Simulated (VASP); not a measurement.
Write the native input for VASP 6.6.1 that does the following.

- Task: single point
- Functional: PBE
- Potentials or basis: VASP PAW PBE potentials, release 64 (Y_sv)
- Cutoff: 520 eV
- k mesh: 8 × 8 × 3
- Occupations: fermi-dirac, width 0.05 eV
- Spin: no spin polarisation
- Dipole correction: no
- Further INCAR settings: ALGO = Fast; EDIFF = 1e-07; NBANDS = 30

The structure of Y lies in POSCAR:

```
Y
1.0
    3.6425441402      0.0000000000      0.0000000000
   -1.8212720701      3.1545357598      0.0000000000
    0.0000000000      0.0000000000     11.8441303500
Y
4
Direct
    0.6777760000      0.3332840000      0.7514500000
   -0.0014280000     -0.0106300000      0.5045890000
    0.3412610000      0.6721800000      0.2527310000
   -0.0009510000     -0.0075590000     -0.0009290000
```

This cell differs from its parent crystal: atoms moved at random.

These files were run (other wordings do the same):

INCAR

```
  PREC = Accurate
  ENCUT = 520
  EDIFF = 1E-7
  ISMEAR = -1
  SIGMA = 0.05
  LREAL = F
  LASPH = T
  NELM = 100
  ALGO = Fast
  ISIF = 2
  LWAVE = F
  LCHARG = T
  GGA = PE
  LELF = T
  LVHAR = T
  NBANDS = 30
```

KPOINTS

```
regular mesh
0
Gamma
  8 8 3
```

Potentials or basis: VASP PAW PBE potentials, release 64 (Y_sv).

Command:

```sh
$ cat potpaw_PBE.64/Y_sv/POTCAR > POTCAR
$ mpirun -np 1 vasp_std > vasp.out
```

Results of the run:

```yaml
Pressure: -1.8 GPa
Largest_force: 0.108 eV/Å
Band_gap_on_the_k_mesh: zero (bands 22 and 23 overlap by 1.02 eV)
```

Caveat: the cell differs from its parent crystal (atoms moved at random).

Run time: 19 min on 1 thread of Intel Xeon 8259CL (shared host), peak memory 0.48 GiB.
